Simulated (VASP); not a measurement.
# Al6W (Fmm2) in VASP: single point with PBE

Aim: the single point of Al6W with PBE.

Everything below comes from runs of VASP 6.6.1. Logs are shortened: lines on timing, memory, paths and dates and some standing lists are left out, and cuts for length are marked.

### 1 The cell of the first run

Symmetry: Fmm2, No. 42, orthorhombic system. Conventional cell: a = 5.522 Å, b = 10.242 Å, c = 8.871 Å, α = 90.00°, β = 90.00°, γ = 90.00°. Al (site symmetry 2) has 6 Al at 2.59 to 2.76 Å and 2 W at 2.91 Å within 3.4 Å. Within 3.2 Å of Al (site symmetry 1) lie 6 Al at 2.46 to 2.76 Å and 2 W at 2.88 to 2.89 Å. W (site symmetry mm2) has 12 Al at 2.88 to 2.91 Å within 3.8 Å.

The cell was built from a structure type or drawn by symmetry, and may not be a known phase.

### 2 Single point, PBE

Input file INCAR:

```
SYSTEM = Al6W
PREC     = Accurate       ! precision mode
ENCUT    = 500            ! plane-wave cutoff, eV
EDIFF    = 1E-6           ! SCF threshold, eV
ISMEAR   = 0              ! smearing method
SIGMA    = 0.2            ! smearing width, eV
LREAL    = .False.        ! projectors in reciprocal space
LASPH    = .True.         ! aspherical terms in the spheres
NELM     = 120            ! most SCF steps
ALGO     = Normal         ! electronic algorithm
ISIF     = 2              ! what is computed and relaxed
LWAVE    = .False.        ! write WAVECAR
LCHARG   = .False.        ! write CHGCAR
GGA      = PE             ! functional
NBANDS   = 25             ! bands
GGA_COMPAT= .False.
```

Input file KPOINTS:

```
Automatic mesh
0
Gamma
  4 4 4
  0 0 0
```

Input file POSCAR:

```
Al6W
1.0
    0.0000000000      5.1211445625      4.4356966310
    2.7611430361      0.0000000000      4.4356966310
    2.7611430361      5.1211445625      0.0000000000
Al W
6 1
Direct
    0.6291658378      0.6291658378      0.8708341622
    0.1291658378      0.1291658378      0.3708341622
    0.2491508339      0.5092222268     -0.0092137105
    0.5092222268      0.2491508339      0.2508406498
    1.0092137105      0.7491593502      0.7508491661
    0.7491593502      1.0092137105      0.4907777732
    1.1280196329      1.1280196329     -0.1280196329
```

Potentials or basis: VASP PAW PBE potentials, release 64 (Al, W_sv).

Run with:

```
cat potpaw_PBE.64/Al/POTCAR potpaw_PBE.64/W_sv/POTCAR > POTCAR
mpirun -np 1 vasp_std > vasp.out
```

OUTCAR:

```text
SYSTEM = Al6W
   PREC = Accurate
   ENCUT = 500
   EDIFF = 1E-6
   ISMEAR = 0
   LREAL = .False.
   LASPH = .True.
   NELM = 120
   ISIF = 2
   GGA = PE

 ion  position               nearest neighbor table
   1  0.629  0.629  0.871-   3 2.59   4 2.59   5 2.59   6 2.59   2 2.76   2 2.76   7 2.91   7 2.91

   2  0.129  0.129  0.371-   5 2.59   6 2.59   3 2.59   4 2.59   1 2.76   1 2.76   7 2.91   7 2.91

   3  0.249  0.509  0.991-   5 2.46   1 2.59   2 2.59   4 2.66   6 2.76   6 2.76   7 2.88   7 2.89

   4  0.509  0.249  0.251-   6 2.46   1 2.59   2 2.59   3 2.66   5 2.76   5 2.76   7 2.88   7 2.89

   5  0.009  0.749  0.751-   3 2.46   2 2.59   1 2.59   6 2.66   4 2.76   4 2.76   7 2.88   7 2.89

   6  0.749  0.009  0.491-   4 2.46   2 2.59   1 2.59   5 2.66   3 2.76   3 2.76   7 2.88   7 2.89

   7  0.128  0.128  0.872-   6 2.88   5 2.88   3 2.88   4 2.88   3 2.89   4 2.89   6 2.89   5 2.89
                             2 2.91   2 2.91   1 2.91   1 2.91

  LATTYP: Found a face centered orthorhombic cell.
 ALAT       =     5.5222860722
 B/A-ratio  =     1.6064711509
 C/A-ratio  =     1.8547190405

  Lattice vectors:

 A1 = (  -0.0000000000,   5.1211445625,   4.4356966310)
 A2 = (  -2.7611430361,   5.1211445625,   0.0000000000)
 A3 = (  -2.7611430361,   0.0000000000,   4.4356966310)

Analysis of symmetry for initial positions (statically):
=====================================================================
 Subroutine PRICEL returns:
 Original cell was already a primitive cell.

 Routine SETGRP: Setting up the symmetry group for a
 face centered orthorhombic supercell.

 Subroutine GETGRP returns: Found  4 space group operations
 (whereof  4 operations were pure point group operations)
 out of a pool of  8 trial point group operations.

The static configuration has the point symmetry C_2v.

Analysis of symmetry for dynamics (positions and initial velocities):
=====================================================================
 Subroutine PRICEL returns:
 Original cell was already a primitive cell.

 Routine SETGRP: Setting up the symmetry group for a
 face centered orthorhombic supercell.

 Subroutine GETGRP returns: Found  4 space group operations
 (whereof  4 operations were pure point group operations)
 out of a pool of  8 trial point group operations.

The dynamic configuration has the point symmetry C_2v.

 Subroutine INISYM returns: Found  4 space group operations
 (whereof  4 operations are pure point group operations),
 and found     1 'primitive' translations

----------------------------------------------------------------------------------------

                                     Primitive cell

  volume of cell :     125.4434

  direct lattice vectors                    reciprocal lattice vectors
     0.000000000  5.121144562  4.435696631    -0.181084425  0.097634424  0.112721866
     2.761143036  0.000000000  4.435696631     0.181084425 -0.097634424  0.112721866
     2.761143036  5.121144562  0.000000000     0.181084425  0.097634424 -0.112721866

  length of vectors
     6.775066511  5.224874684  5.818078076     0.234585313  0.234585313  0.234585313

  position of ions in fractional coordinates (direct lattice)
     0.629165838  0.629165838  0.870834162
     0.129165838  0.129165838  0.370834162
     0.249150834  0.509222227  0.990786290
     0.509222227  0.249150834  0.250840650
     0.009213710  0.749159350  0.750849166
     0.749159350  0.009213710  0.490777773
     0.128019633  0.128019633  0.871980367

  ion indices of the primitive-cell ions
   primitive index   ion index
                 1           1
                 2           2
                 3           3
                 4           4
                 5           5
                 6           6
                 7           7

----------------------------------------------------------------------------------------

 KPOINTS: Automatic mesh

Automatic generation of k-mesh.
 Grid dimensions read from file:
 generate k-points for:    4    4    4

 Generating k-lattice:

  Cartesian coordinates                     Fractional coordinates (reciprocal lattice)
    -0.045271106  0.024408606  0.028180466     0.250000000  0.000000000  0.000000000
     0.045271106 -0.024408606  0.028180466     0.000000000  0.250000000  0.000000000
     0.045271106  0.024408606 -0.028180466    -0.000000000 -0.000000000  0.250000000

  Length of vectors
     0.058646328  0.058646328  0.058646328

  Shift w.r.t. Gamma in fractional coordinates (k-lattice)
     0.000000000  0.000000000  0.000000000

 Subroutine IBZKPT returns following result:
 ===========================================

 Found     18 irreducible k-points:

 Following reciprocal coordinates:
            Coordinates               Weight
  0.000000  0.000000  0.000000      1.000000
  0.250000  0.000000 -0.000000      8.000000
  0.500000  0.000000 -0.000000      4.000000
  0.250000  0.250000  0.000000      2.000000
  0.500000  0.250000 -0.000000      8.000000
 -0.250000  0.250000  0.000000      4.000000
[... 10 lines left out ...]
 -0.250000  0.250000  0.500000      2.000000
  0.000000  0.500000  0.500000      1.000000
   k-points           NKPTS =     18   k-points in BZ     NKDIM =     18   number of bands    NBANDS=     25
   number of dos      NEDOS =    301   number of ions     NIONS =      7
   total plane-waves  NPLWV =  84000
   dimension x,y,z NGX =    50 NGY =   40 NGZ =   42
   dimension x,y,z NGXF=   100 NGYF=   80 NGZF=   84
   ions per type =               6   1
   NGX,Y,Z   is equivalent  to a cutoff of  12.27, 12.73, 12.00 a.u.
   NGXF,Y,Z  is equivalent  to a cutoff of  24.54, 25.45, 24.00 a.u.
 SYSTEM =  Al6W
   PREC   = accura    normal or accurate (medium, high low for compatibility)
   ISTART =      0    job   : 0-new  1-cont  2-samecut
   ICHARG =      2    charge: 1-file 2-atom 10-const
   ISPIN  =      1    spin polarized calculation?
   LNONCOLLINEAR =      F non collinear calculations
   LSORBIT =      F    spin-orbit coupling
   LASPH  =      T    aspherical Exc in radial PAW
   ENCUT  =  500.0 eV  36.75 Ry    6.06 a.u.  12.35  9.53 10.61*2*pi/ulx,y,z
   NELM   =    120;   NELMIN=  2; NELMDL= -5     # of ELM steps
   EDIFF  = 0.1E-05   stopping-criterion for ELM
   LREAL  =      F    real-space projection
   EDIFFG = 0.1E-04   stopping-criterion for IOM
   NSW    =      0    number of steps for IOM
   IBRION =     -1    ionic relax: 0-MD 1-quasi-New 2-CG
   NFREE  =      0    steps in history (QN), initial steepest desc. (CG)
   ISIF   =      2    stress and relaxation
   ISYM   =      2    0-nonsym 1-usesym 2-fastsym
   POTIM  = 0.5000    time-step for ionic-motion
   TEBEG  =    0.0;   TEEND  =   0.0 temperature during run
   PSTRESS=    0.0 pullay stress
   NELECT =      32.0000    total number of electrons
   NUPDOWN=      -1.0000    fix difference up-down
   EMIN   =  10.00;   EMAX   =-10.00  energy-range for DOS
   EFERMI =   0.00;   METHOD = LEGACY
   ISMEAR =     0;   SIGMA  =   0.20  broadening in eV -4-tet -1-fermi 0-gaus
   EFERMI_NEDOS =   21; number of points for ismear=-14 and -15
   IALGO  =     38    algorithm
   IMIX   =      4    mixing-type and parameters
     AMIX     =   0.40;   BMIX     =  1.00
     AMIX_MAG =   1.60;   BMIX_MAG =  1.00
  volume/ion in A,a.u.               =      17.92       120.93
  Fermi-wavevector in a.u.,A,eV,Ry     =   1.038267  1.962039 14.667048  1.077998
  Thomas-Fermi vector in A             =   2.172743
   LORBIT       =      0    0 simple, 1 ext, 2 COOP (PROOUT), +10 PAW based schemes
   GGA     = PE    functional components
   LHFCALC =     F    Hartree Fock is set to
   AEXX    =    0.0000 exact exchange contribution
   IVDW    =     0    specifies the selected vdW correction
   LEPSILON=     F    determine dielectric tensor
   LRPA    =     F    only Hartree local field effects (RPA)
 non-spin polarized calculation
 Gauss-broadening in eV      SIGMA  =   0.20
  energy-cutoff  :      500.00
  volume of cell :      125.44
 maximum number of plane-waves:      3214
 NGX is ok and might be reduce to    50
   NGX = 25   NGY = 19   NGZ = 21

 number of electron      32.0000000 magnetization

 Free energy of the ion-electron system (eV)
  ---------------------------------------------------
  ext. energy  EPLUGINS =         0.00000000
  ---------------------------------------------------
  free energy    TOTEN  =       -33.61199496 eV

  energy without entropy =      -33.56440849  energy(sigma->0) =      -33.58820173

 E-fermi :   7.0632     XC(G=0): -10.2118

 val. band max:        7.0579630383   @ k =  -0.2500   0.2500   0.5000
 cond. band min:       7.0740558521   @ k =   0.0000   0.2500   0.2500
 fundamental gap:      0.0160928139
 Fermi energy:         7.0632446196

 k-point     1 :       0.0000    0.0000    0.0000
  band No.  band energies     occupation
      1     -66.8346      2.00000
      2     -31.0075      2.00000
      3     -31.0037      2.00000
      4     -30.9862      2.00000
      5      -3.2371      2.00000
      6       1.6541      2.00000
[... 17 lines left out ...]
     24      10.3402      0.00000
     25      12.1676      0.00000

 k-point     2 :       0.2500    0.0000   -0.0000
  band No.  band energies     occupation
      1     -66.8346      2.00000
      2     -31.0077      2.00000
      3     -31.0039      2.00000
      4     -30.9862      2.00000
      5      -2.7298      2.00000
      6       0.9696      2.00000
[... 17 lines left out ...]
     24      11.0490      0.00000
     25      11.6942      0.00000

 k-point     3 :       0.5000    0.0000   -0.0000
  band No.  band energies     occupation
      1     -66.8346      2.00000
      2     -31.0079      2.00000
      3     -31.0040      2.00000
      4     -30.9862      2.00000
      5      -1.4582      2.00000
      6      -1.0361      2.00000
[... 17 lines left out ...]
     24      10.9381      0.00000
     25      11.6897      0.00000

 k-point     4 :       0.2500    0.2500    0.0000
  band No.  band energies     occupation
      1     -66.8346      2.00000
      2     -31.0079      2.00000
      3     -31.0039      2.00000
      4     -30.9861      2.00000
      5      -2.7628      2.00000
      6       0.8784      2.00000
[... 17 lines left out ...]
     24      11.5631      0.00000
     25      12.6681      0.00000

 k-point     5 :       0.5000    0.2500   -0.0000
  band No.  band energies     occupation
      1     -66.8346      2.00000
      2     -31.0081      2.00000
      3     -31.0040      2.00000
      4     -30.9861      2.00000
      5      -1.8350      2.00000
      6       0.0482      2.00000
[... 17 lines left out ...]
     24      11.7464      0.00000
     25      12.0887      0.00000

 k-point     6 :      -0.2500    0.2500    0.0000
  band No.  band energies     occupation
      1     -66.8346      2.00000
      2     -31.0079      2.00000
      3     -31.0040      2.00000
      4     -30.9862      2.00000
      5      -1.7145      2.00000
      6      -0.3032      2.00000
[... 17 lines left out ...]
     24      10.9234      0.00000
     25      11.4166      0.00000
[... 225 lines left out ...]
 k-point    15 :       0.5000   -0.2500    0.2500
  band No.  band energies     occupation
      1     -66.8346      2.00000
      2     -31.0079      2.00000
      3     -31.0040      2.00000
      4     -30.9862      2.00000
      5      -1.0430      2.00000
      6      -0.6089      2.00000
[... 17 lines left out ...]
     24      10.6749      0.00000
     25      11.1276      0.00000

 k-point    16 :       0.5000    0.0000    0.5000
  band No.  band energies     occupation
      1     -66.8346      2.00000
      2     -31.0075      2.00000
      3     -31.0038      2.00000
      4     -30.9865      2.00000
      5      -2.1551      2.00000
      6      -1.3221      2.00000
[... 17 lines left out ...]
     24      10.5654      0.00000
     25      10.9951      0.00000

 k-point    17 :      -0.2500    0.2500    0.5000
  band No.  band energies     occupation
      1     -66.8346      2.00000
      2     -31.0079      2.00000
      3     -31.0040      2.00000
      4     -30.9864      2.00000
      5      -1.7301      2.00000
      6      -0.8618      2.00000
[... 17 lines left out ...]
     24      10.9082      0.00000
     25      12.1525      0.00000

 k-point    18 :       0.0000    0.5000    0.5000
  band No.  band energies     occupation
      1     -66.8345      2.00000
      2     -31.0084      2.00000
      3     -31.0041      2.00000
      4     -30.9863      2.00000
      5      -0.7523      2.00000
      6      -0.0347      2.00000
[... 17 lines left out ...]
     24      11.2816      0.00000
     25      11.5170      0.00000

------------------------ aborting loop because EDIFF is reached ----------------------------------------

  FORCE on cell =-STRESS in cart. coord.  units (eV):
  Direction    XX          YY          ZZ          XY          YZ          ZX
  --------------------------------------------------------------------------------------
  -------------------------------------------------------------------------------------
  Total        0.0662148      0.0831922      0.0629370      0.0000000      0.0000000      0.0000000
  in kB        0.8457026      1.0625406      0.8038388      0.0000000      0.0000000      0.0000000
  external PRESSURE =       0.9040273 kB  Pullay stress =       0.0000000 kB

 VOLUME and BASIS-vectors are now :
 -----------------------------------------------------------------------------
  energy-cutoff  :      500.00
  volume of cell :      125.44
      direct lattice vectors                 reciprocal lattice vectors
     0.000000000  5.121144562  4.435696631    -0.181084425  0.097634424  0.112721866
     2.761143036  0.000000000  4.435696631     0.181084425 -0.097634424  0.112721866
     2.761143036  5.121144562  0.000000000     0.181084425  0.097634424 -0.112721866

 POSITION                                       TOTAL-FORCE (eV/Angst)
 -----------------------------------------------------------------------------------
      4.14171      7.68172      5.58158         0.000000     -0.000000      0.002647
      1.38057      2.56057      1.14588         0.000000     -0.000000      0.002647
      4.14174      6.34990      3.36391         0.000336     -0.030524     -0.010696
      1.38055      3.89239      3.36391        -0.000336      0.030524     -0.010696
      4.14174      3.89239      3.36391         0.000336      0.030524     -0.010696
      1.38055      6.34990      3.36391        -0.000336     -0.030524     -0.010696
      2.76114      5.12114      1.13571         0.000000     -0.000000      0.037489
 -----------------------------------------------------------------------------------
    total drift:                                0.000003     -0.000003     -0.000077

  FREE ENERGIE OF THE ION-ELECTRON SYSTEM (eV)
  ---------------------------------------------------
  free  energy   TOTEN  =       -33.6119949644 eV

  energy  without entropy=      -33.5644084867  energy(sigma->0) =      -33.58820173
```

It took 37 s on 1 thread of Intel Xeon 6975P-C (Granite Rapids), shared host; peak memory 0.29 GiB.

What came out:

```yaml
Free_energy: -33.6120 eV
Pressure: 0.1 GPa
Largest_force: 0.037 eV/Å
Band_gap_on_the_k_mesh: zero (bands 16 and 17 overlap by 1.11 eV)
```

Forces in eV/Å, atoms in the order of the input:
```
Al   0.000  0.000  0.003
Al   0.000  0.000  0.003
Al   0.000 -0.031 -0.011
Al   0.000  0.031 -0.011
Al   0.000  0.031 -0.011
Al   0.000 -0.031 -0.011
W    0.000  0.000  0.037
```

Caveat: the k points lie up to 0.37 Å⁻¹ apart, too coarse for converged energies and pressures of a metal; spin-orbit coupling is left out, which moves the levels of the heavy elements.
